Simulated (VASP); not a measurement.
# Si (P1) in VASP: single point with LDA

Aim: the single point of Si with LDA.

Program: VASP 6.6.1. These are calculated values, not measurements. Logs are shortened: lines on timing, memory, paths and dates and some standing lists are left out, and cuts for length are marked.

### Step 1. The cell of the first run

The typed cell holds 12 atoms: a = 3.817 Å, b = 5.043 Å, c = 16.301 Å, α = 89.58°, β = 95.60°, γ = 67.77°.

### Step 2. Single point, LDA

INCAR reads:

```
ALGO = Normal
EDIFF = 1E-6
ENCUT = 520
GGA = CA
ISIF = 2
ISMEAR = 0
LASPH = T
LCHARG = T
LELF = T
LREAL = F
LVHAR = T
LWAVE = F
NBANDS = 36
NELM = 60
PREC = Accurate
SIGMA = 0.03
```

KPOINTS reads:

```
k-points
0
Gamma
  9 7 3
```

POSCAR reads:

```
Si
1.0
    0.0000000000      0.0000000000     -3.8165079742
   -3.3010168595     -3.3010168595     -1.9082539871
  -12.0088549736     10.9085160204      1.5902116559
Si
12
Direct
    0.8269310402      0.6028805911      0.2365712058
    0.1150109304      0.5068539610      0.8127309861
    0.4709709853      0.5548672761      0.5246510960
    0.4692401656      0.3182623403      0.2365712058
    0.7573200558      0.2222357102      0.8127309861
    0.1132801107      0.2702490253      0.5246510960
    0.0555674318     -0.0085891439      0.0515348635
    0.3436473219     -0.1046157740      0.6276946438
    0.6996073768     -0.0566024589      0.3396147537
    0.2406037741     -0.0702679247      0.4216075481
    0.5965638290     -0.0222546097      0.1335276579
    0.8846437191     -0.1182812397      0.7096874383
```

Potentials or basis: VASP PAW LDA potentials, release 64 (Si).

Started as:

```bash
$ cat potpaw_LDA.64/Si/POTCAR > POTCAR
$ mpirun -np 1 vasp_std > vasp.out
```

OUTCAR:

```text
EDIFF = 1E-6
   ENCUT = 520
   GGA = CA
   ISIF = 2
   ISMEAR = 0
   LASPH = T
   LREAL = F
   NELM = 60
   PREC = Accurate

 ion  position               nearest neighbor table
   1  0.827  0.603  0.237-   4 2.33   4 2.33  11 2.36   9 2.36
   2  0.115  0.507  0.813-   5 2.33   5 2.33  12 2.36
   3  0.471  0.555  0.525-   6 2.33   6 2.33   8 2.36  10 2.36
   4  0.469  0.318  0.237-   1 2.33   1 2.33   9 2.36  11 2.36
   5  0.757  0.222  0.813-   2 2.33   2 2.33  12 2.36
   6  0.113  0.270  0.525-   3 2.33   3 2.33   8 2.36  10 2.36
   7  0.056  0.991  0.052-  11 2.33  11 2.33
   8  0.344  0.895  0.628-  12 2.33  12 2.33   3 2.36   6 2.36
   9  0.700  0.943  0.340-  10 2.33  10 2.33   4 2.36   1 2.36
  10  0.241  0.930  0.422-   9 2.33   9 2.33   3 2.36   6 2.36
  11  0.597  0.978  0.134-   7 2.33   7 2.33   1 2.36   4 2.36
  12  0.885  0.882  0.710-   8 2.33   8 2.33   5 2.36   2 2.36

  LATTYP: Found a triclinic cell.
 ALAT       =     3.8165079742
 B/A-ratio  =     1.3214431488
 C/A-ratio  =     4.2907641388
 COS(alpha) =     0.0074599637
 COS(beta)  =     0.1359509203
 COS(gamma) =     0.3783742043

  Lattice vectors:

 A1 = (   0.0000000000,   0.0000000000,   3.8165079742)
 A2 = (  -3.3010168595,  -3.3010168595,   1.9082539871)
 A3 = (  12.0088549736, -10.9085160204,   2.2262963183)

Analysis of symmetry for initial positions (statically):
=====================================================================
 Subroutine PRICEL returns:
 Original cell was already a primitive cell.

 Routine SETGRP: Setting up the symmetry group for a
 triclinic supercell.

 Subroutine GETGRP returns: Found  1 space group operations
 (whereof  1 operations were pure point group operations)
 out of a pool of  2 trial point group operations.

The static configuration has the point symmetry C_1 .

Analysis of symmetry for dynamics (positions and initial velocities):
=====================================================================
 Subroutine PRICEL returns:
 Original cell was already a primitive cell.

 Routine SETGRP: Setting up the symmetry group for a
 triclinic supercell.

 Subroutine GETGRP returns: Found  1 space group operations
 (whereof  1 operations were pure point group operations)
 out of a pool of  2 trial point group operations.

The dynamic configuration has the point symmetry C_1 .

 Subroutine INISYM returns: Found  1 space group operations
 (whereof  1 operations are pure point group operations),
 and found     1 'primitive' translations

----------------------------------------------------------------------------------------

                                     Primitive cell

  volume of cell :     288.7212

  direct lattice vectors                    reciprocal lattice vectors
     0.000000000  0.000000000 -3.816507974     0.053916728  0.097551750 -0.262019628
    -3.301016859 -3.301016859 -1.908253987    -0.144195974 -0.158740982  0.000000000
   -12.008854974 10.908516020  1.590211656    -0.043635023  0.043635023  0.000000000

  length of vectors
     3.816507974  5.043298315 16.301444496     0.284741362  0.214455539  0.061709241

  position of ions in fractional coordinates (direct lattice)
     0.826931040  0.602880591  0.236571206
     0.115010930  0.506853961  0.812730986
     0.470970985  0.554867276  0.524651096
     0.469240166  0.318262340  0.236571206
     0.757320056  0.222235710  0.812730986
     0.113280111  0.270249025  0.524651096
     0.055567432  0.991410856  0.051534864
     0.343647322  0.895384226  0.627694644
     0.699607377  0.943397541  0.339614754
     0.240603774  0.929732075  0.421607548
     0.596563829  0.977745390  0.133527658
     0.884643719  0.881718760  0.709687438

  ion indices of the primitive-cell ions
   primitive index   ion index
                 1           1
                 2           2
                 3           3
                 4           4
                 5           5
                 6           6
                 7           7
                 8           8
                 9           9
                10          10
                11          11
                12          12

----------------------------------------------------------------------------------------

 KPOINTS: k-points

Automatic generation of k-mesh.
 Grid dimensions read from file:
 generate k-points for:    9    7    3

 Generating k-lattice:

  Cartesian coordinates                     Fractional coordinates (reciprocal lattice)
     0.005990748  0.010839083 -0.029113292     0.111111111  0.000000000  0.000000000
    -0.020599425 -0.022677283  0.000000000     0.000000000  0.142857143  0.000000000
    -0.014545008  0.014545008  0.000000000     0.000000000  0.000000000  0.333333333

  Length of vectors
     0.031637929  0.030636506  0.020569747

  Shift w.r.t. Gamma in fractional coordinates (k-lattice)
     0.000000000  0.000000000  0.000000000

 Subroutine IBZKPT returns following result:
 ===========================================

 Found     95 irreducible k-points:

 Following reciprocal coordinates:
            Coordinates               Weight
  0.000000  0.000000  0.000000      1.000000
  0.111111 -0.000000  0.000000      2.000000
  0.222222 -0.000000  0.000000      2.000000
  0.333333 -0.000000  0.000000      2.000000
  0.444444 -0.000000  0.000000      2.000000
  0.000000  0.142857  0.000000      2.000000
[... 16 lines left out ...]
 -0.111111  0.285714  0.000000      2.000000
  0.000000  0.428571  0.000000      2.000000
 [... further k-points ...]
   k-points           NKPTS =     95   k-points in BZ     NKDIM =     95   number of bands    NBANDS=     36
   number of dos      NEDOS =    301   number of ions     NIONS =     12
   total plane-waves  NPLWV = 141120
   dimension x,y,z NGX =    28 NGY =   40 NGZ =  126
   dimension x,y,z NGXF=    56 NGYF=   80 NGZF=  252
   ions per type =              12
   NGX,Y,Z   is equivalent  to a cutoff of  12.20, 13.19, 12.85 a.u.
   NGXF,Y,Z  is equivalent  to a cutoff of  24.39, 26.37, 25.70 a.u.
 SYSTEM =  unknown system
   PREC   = accura    normal or accurate (medium, high low for compatibility)
   ISTART =      0    job   : 0-new  1-cont  2-samecut
   ICHARG =      2    charge: 1-file 2-atom 10-const
   ISPIN  =      1    spin polarized calculation?
   LNONCOLLINEAR =      F non collinear calculations
   LSORBIT =      F    spin-orbit coupling
   LASPH  =      T    aspherical Exc in radial PAW
   ENCUT  =  520.0 eV  38.22 Ry    6.18 a.u.   7.10  9.38 30.31*2*pi/ulx,y,z
   NELM   =     60;   NELMIN=  2; NELMDL= -5     # of ELM steps
   EDIFF  = 0.1E-05   stopping-criterion for ELM
   LREAL  =      F    real-space projection
   EDIFFG = 0.1E-04   stopping-criterion for IOM
   NSW    =      0    number of steps for IOM
   IBRION =     -1    ionic relax: 0-MD 1-quasi-New 2-CG
   NFREE  =      0    steps in history (QN), initial steepest desc. (CG)
   ISIF   =      2    stress and relaxation
   ISYM   =      2    0-nonsym 1-usesym 2-fastsym
   POTIM  = 0.5000    time-step for ionic-motion
   TEBEG  =    0.0;   TEEND  =   0.0 temperature during run
   PSTRESS=    0.0 pullay stress
   NELECT =      48.0000    total number of electrons
   NUPDOWN=      -1.0000    fix difference up-down
   EMIN   =  10.00;   EMAX   =-10.00  energy-range for DOS
   EFERMI =   0.00;   METHOD = LEGACY
   ISMEAR =     0;   SIGMA  =   0.03  broadening in eV -4-tet -1-fermi 0-gaus
   EFERMI_NEDOS =   21; number of points for ismear=-14 and -15
   IALGO  =     38    algorithm
   IMIX   =      4    mixing-type and parameters
     AMIX     =   0.40;   BMIX     =  1.00
     AMIX_MAG =   1.60;   BMIX_MAG =  1.00
  volume/ion in A,a.u.               =      24.06       162.37
  Fermi-wavevector in a.u.,A,eV,Ry     =   0.900179  1.701092 11.025110  0.810323
  Thomas-Fermi vector in A             =   2.023105
   LORBIT       =      0    0 simple, 1 ext, 2 COOP (PROOUT), +10 PAW based schemes
   GGA     = CA    functional components
   LHFCALC =     F    Hartree Fock is set to
   AEXX    =    0.0000 exact exchange contribution
   IVDW    =     0    specifies the selected vdW correction
   LEPSILON=     F    determine dielectric tensor
   LRPA    =     F    only Hartree local field effects (RPA)
 non-spin polarized calculation
 Gauss-broadening in eV      SIGMA  =   0.03
  energy-cutoff  :      520.00
  volume of cell :      288.72
 maximum number of plane-waves:      7803
   NGX = 15   NGY = 19   NGZ = 61

 number of electron      47.9999998 magnetization

 Free energy of the ion-electron system (eV)
  ---------------------------------------------------
  ext. energy  EPLUGINS =         0.00000000
  ---------------------------------------------------
  free energy    TOTEN  =       -66.08189186 eV

  energy without entropy =      -66.07950106  energy(sigma->0) =      -66.08069646

 E-fermi :   4.0420     XC(G=0):  -8.7415

 val. band max:        4.0376779881   @ k =  -0.1111   0.2857   0.3333
 cond. band min:       4.0580186067   @ k =  -0.4444   0.2857   0.0000
 fundamental gap:      0.0203406186
 Fermi energy:         4.0420267469

 k-point     1 :       0.0000    0.0000    0.0000
  band No.  band energies     occupation
      1      -7.9055      2.00000
      2      -7.4861      2.00000
      3      -6.7720      2.00000
      4      -5.6371      2.00000
      5      -4.8058      2.00000
      6      -3.9829      2.00000
[... 28 lines left out ...]
     35       6.4830      0.00000
     36       6.8910      0.00000

 k-point     2 :       0.1111   -0.0000    0.0000
  band No.  band energies     occupation
      1      -7.7844      2.00000
      2      -7.3680      2.00000
      3      -6.6535      2.00000
      4      -5.5218      2.00000
      5      -4.6988      2.00000
      6      -3.9171      2.00000
[... 850 lines left out ...]
 k-point    24 :       0.0000    0.4286    0.0000
  band No.  band energies     occupation
      1      -6.9979      2.00000
      2      -6.5659      2.00000
      3      -5.9713      2.00000
      4      -5.8442      2.00000
      5      -5.6458      2.00000
      6      -5.4609      2.00000
[... 28 lines left out ...]
     35       8.0619      0.00000
     36       8.2812      0.00000

 [... further k-points ...]

------------------------ aborting loop because EDIFF is reached ----------------------------------------

  FORCE on cell =-STRESS in cart. coord.  units (eV):
  Direction    XX          YY          ZZ          XY          YZ          ZX
  --------------------------------------------------------------------------------------
  -------------------------------------------------------------------------------------
  Total       -2.6206644     -2.7370330     -1.6201470      0.0658255      0.1566125     -0.0812072
  in kB      -14.5426410    -15.1883959     -8.9905505      0.3652801      0.8690772     -0.4506363
  external PRESSURE =     -12.9071958 kB  Pullay stress =       0.0000000 kB

 VOLUME and BASIS-vectors are now :
 -----------------------------------------------------------------------------
  energy-cutoff  :      520.00
  volume of cell :      288.72
      direct lattice vectors                 reciprocal lattice vectors
     0.000000000  0.000000000 -3.816507974     0.053916728  0.097551750 -0.262019628
    -3.301016859 -3.301016859 -1.908253987    -0.144195974 -0.158740982  0.000000000
   -12.008854974 10.908516020  1.590211656    -0.043635023  0.043635023  0.000000000

 POSITION                                       TOTAL-FORCE (eV/Angst)
 -----------------------------------------------------------------------------------
     -4.83107      0.59052     -3.93024        -0.047302      0.205468      0.005900
    -11.43310      7.19256     -0.11373         0.243593      0.236812      0.009909
     -8.13209      3.89154     -2.02199         0.023167      0.065424      0.000708
     -3.89154      1.53005     -2.02199        -0.173107      0.023011     -0.002334
    -10.49357      8.13209     -2.02199        -0.406694     -0.169846     -0.032277
     -7.19256      4.83107     -0.11373        -0.061175     -0.014210     -0.003440
     -3.89154     -2.71050     -2.02199         0.506347     -0.502382      0.044723
    -10.49357      3.89154     -2.02199        -0.030342     -0.027946      0.006518
     -7.19256      0.59052     -3.93024         0.006624      0.009931     -0.000387
     -8.13209      1.53005     -2.02199        -0.004427     -0.009045     -0.001835
     -4.83107     -1.77097     -3.93024         0.083645     -0.107752     -0.012212
    -11.43310      4.83107     -3.93024        -0.140328      0.290534     -0.015272
 -----------------------------------------------------------------------------------
    total drift:                               -0.000355      0.000256      0.000231

  FREE ENERGIE OF THE ION-ELECTRON SYSTEM (eV)
  ---------------------------------------------------
  free  energy   TOTEN  =       -66.0818918592 eV

  energy  without entropy=      -66.0795010573  energy(sigma->0) =      -66.08069646
```

Run time: 8.3 min. Hardware: 1 thread of Intel Xeon 6975P-C (Granite Rapids), shared host; peak memory 0.71 GiB.

What came out:

```
Free energy            : -66.0819 eV
Pressure               : -1.3 GPa
Largest force          : 0.715 eV/Å
Band gap on the k mesh : zero (band 24 reaches 4.33 eV, above the bottom of band 25 at 3.99 eV)
```

Forces on the atoms (eV/Å):
```
Si  -0.047  0.205  0.006
Si   0.244  0.237  0.010
Si   0.023  0.065  0.001
Si  -0.173  0.023 -0.002
Si  -0.407 -0.170 -0.032
Si  -0.061 -0.014 -0.003
Si   0.506 -0.502  0.045
Si  -0.030 -0.028  0.007
Si   0.007  0.010  0.000
Si  -0.004 -0.009 -0.002
Si   0.084 -0.108 -0.012
Si  -0.140  0.291 -0.015
```
